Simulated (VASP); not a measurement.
Write the native input for VASP 6.6.1 that does the following.

| Quantity | Value |
| --- | --- |
| Task | electric field gradients |
| Functional | PBE |
| Potentials or basis | VASP PAW PBE potentials, release 64 (Mg, B) |
| Cutoff | 520 eV |
| k mesh | 12 × 12 × 9 |
| Occupations | fermi-dirac, width 0.05 eV |
| Spin | no spin polarisation |
| Dipole correction | no |
| Further INCAR settings | ALGO = Normal; EDIFF = 1e-08; NBANDS = 11 |

The structure of MgB2 lies in POSCAR:

```
MgB2
1.0
    3.1255974756      0.0000000000      0.0000000000
   -1.5627987378      2.7068468159      0.0000000000
    0.0000000000      0.0000000000      3.5693605797
Mg B
1 2
Direct
    0.0000000000      0.0000000000      0.0000000000
    0.3333333333      0.6666666667      0.5000000000
    0.6666666667      0.3333333333      0.5000000000
```

This cell differs from its parent crystal: volume scaled by 1.04.

The input as run:

INCAR

```
  PREC = Accurate
  ENCUT = 520
  EDIFF = 1E-8
  ISMEAR = -1
  SIGMA = 0.05
  LREAL = F
  LASPH = T
  NELM = 80
  ALGO = Normal
  ISIF = 2
  LWAVE = F
  LCHARG = F
  GGA = PE
  LEFG = T
  NBANDS = 11
```

KPOINTS

```
regular mesh
0
Gamma
  12 12 9
```

Potentials or basis: VASP PAW PBE potentials, release 64 (Mg, B).

Command:

```sh
$ cat potpaw_PBE.64/Mg/POTCAR potpaw_PBE.64/B/POTCAR > POTCAR
$ mpirun -np 1 vasp_std > vasp.out
```

It gave:

The pressure is -6.7 GPa. The band gap on the k mesh is zero (band 4 reaches 6.75 eV, above the bottom of band 5 at 3.14 eV).

Caveat: without QUAD_EFG the Cq values of the log hold for a quadrupole moment of 1 mb, not for the nuclei.

It took 24 s on 1 thread of Intel(R) Xeon(R) Platinum 8259CL CPU @ 2.50GHz (Skylake/Cascade Lake), on a shared host, peak memory 0.16 GiB.
